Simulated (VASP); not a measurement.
**ZnS: single point with PBEsol**

The system is ZnS.

```
Zn S
1.0
     3.81100    0.00000    0.00000
    -1.90550    3.30042    0.00000
     0.00000    0.00000    6.17166
Zn S
2 2
Direct
  0.33333 0.66667 0.00000
  0.66667 0.33333 0.50000
  0.33333 0.66667 0.38500
  0.66667 0.33333 0.88500
```

This cell differs from its parent crystal: zz strain of -1 %.

```json
{
  "Program": "VASP 6.6.1",
  "Task": "single point",
  "Functional": "PBEsol",
  "Potentials or basis": "VASP PAW PBE potentials, release 64 (Zn, S)",
  "Cutoff": "520 eV",
  "k mesh": "8 × 8 × 5",
  "Occupations": "fermi-dirac, width 0.03 eV",
  "Spin": "no spin polarisation",
  "Dipole correction": "no",
  "Further INCAR settings": "ALGO = Normal; EDIFF = 1e-06; NBANDS = 26"
}
```

| Property | Result |
| --- | --- |
| Pressure | -0.4 GPa |
| Largest force | 0.269 eV/Å |
| Band gap on the k mesh | 2.14 eV, direct |

Forces in eV/Å, atoms in the order of the input:
```
Zn   0.000  0.000  0.269
Zn   0.000  0.000  0.269
S    0.000  0.000 -0.269
S    0.000  0.000 -0.269
```

Stress tensor (GPa, compression positive):
```
-0.20  0.00  0.00
 0.00 -0.20  0.00
 0.00  0.00 -0.88
```

Levels at points of the mesh, in eV from the valence-band top:
```csv
k point,band 16,band 17,band 18,band 19,band 20,band 21
"(0.00, 0.00, 0.00)",-0.04,-0.04,0.00,2.14,2.81,6.14
"(0.50, 0.00, 0.00)",-2.37,-1.65,-1.02,3.41,4.19,5.07
```

Run time: 58 s on 1 thread of Intel Xeon 6975P-C (shared host), peak memory 0.21 GiB.

Caveat: the cell differs from its parent crystal (zz strain of -1 %); the PAW data sets were made with another functional, which shifts forces and pressure a little.
